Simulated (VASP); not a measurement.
Runs of VASP 6.6.1 on Hg. The structure is that of space group P6_3/mmc (No. 194), or close to it. The cells are those of the table. 

```tsv
task	cell	k mesh for the DOS	occupations for the DOS	gap on the mesh (eV)	pressure (GPa)
single point	a = 2.697, b = 2.697, c = 4.469 Å, angles 90.0, 90.0, 120.0°, 2 atoms	-	-	none	(c)
single point	a = 3.243, b = 3.243, c = 5.222 Å, angles 90.0, 90.0, 120.0°, 2 atoms	-	-	none	(a)
single point	a = 3.365, b = 3.365, c = 5.360 Å, angles 90.0, 90.0, 120.0°, 2 atoms	-	-	none	(b)
single point	a = 2.971, b = 2.971, c = 4.912 Å, angles 90.0, 90.0, 120.0°, 2 atoms	-	-	none	26.6
single point	a = 3.481, b = 3.481, c = 5.486 Å, angles 90.0, 90.0, 120.0°, 2 atoms	-	-	none	0.9
single point	a = 2.824, b = 2.824, c = 4.712 Å, angles 90.0, 90.0, 120.0°, 2 atoms	-	-	none	60.8
single point	a = 3.109, b = 3.109, c = 5.083 Å, angles 90.0, 90.0, 120.0°, 2 atoms	-	-	none	11.8
single point	a = 3.598, b = 3.598, c = 5.583 Å, angles 90.0, 90.0, 120.0°, 2 atoms	-	-	0.31	0.0
```

Alike in all rows: level PBE; potentials or basis VASP PAW PBE potentials, release 64 (Hg); no spin polarisation; k mesh 14 × 14 × 8; cutoff (eV) 520; smearing fermi-dirac 0.05 eV.

Problem. Estimate the missing entries.

Solution. (a) 5.1; (b) 2.2; (c) 127.5.

Caveats: spin-orbit coupling is left out, which moves the levels of the heavy elements.

A k mesh can miss the band edges, and the runs leave out spin-orbit coupling on Hg.

A gap of «none» marks levels without a gap at the run's occupations.
